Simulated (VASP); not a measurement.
A run of VASP 6.6.1 is set up as follows.

File INCAR:

```
SYSTEM = SiC2
PREC = Accurate
ENCUT = 600
EDIFF = 1E-6
ISMEAR = 0
SIGMA = 0.1
LREAL = .False.
LASPH = .True.
NELM = 100
ALGO = Normal
ISIF = 3
LWAVE = .False.
LCHARG = .False.
GGA = PE
IBRION = 2
NSW = 90
EDIFFG = -0.04
```

Contents of KPOINTS:

```
Automatic mesh
0
Gamma
  8 4 2
  0 0 0
```

The input POSCAR:

```
SiC2
1.0
    2.4567570812      0.0000000000      0.0000000000
    0.0000000000      4.2256248723      0.0000000000
   -0.6255264881      0.0000000000      9.5007599878
Si C
2 4
Direct
    0.7511875440      0.0000000000      0.9310161803
    0.7890851928      0.5000000000      0.0709242620
    0.4899452530      0.1612973658      0.4995804108
    0.9899134129      0.6613116238      0.4994488708
    0.9899134129      0.3386883762      0.4994488708
    0.4899452530      0.8387026342      0.4995804108
```

Potentials or basis: VASP PAW PBE potentials, release 64 (Si, C).

Command:

```bash
$ cat potpaw_PBE.64/Si/POTCAR potpaw_PBE.64/C/POTCAR > POTCAR
$ mpirun -np 1 vasp_std > vasp.out
```

(1) What does it give for the relaxed volume?

(2) What does it give for the relaxed cell?

(3) What does it give for the space group after relaxing (to 0.1 Å)?

(4) Estimate the band gap on the k mesh.

Answers

(1) 16.40 Å³/atom.

(2) a = 2.452 Å, b = 4.241 Å, c = 9.481 Å, α = 90.00°, β = 93.83°, γ = 90.00°.

(3) Pm (No. 6).

(4) zero (bands 12 and 13 overlap by 1.19 eV).

Caveat: the k points lie up to 0.37 Å⁻¹ apart in the final cell, too coarse for converged energies and pressures of a metal.
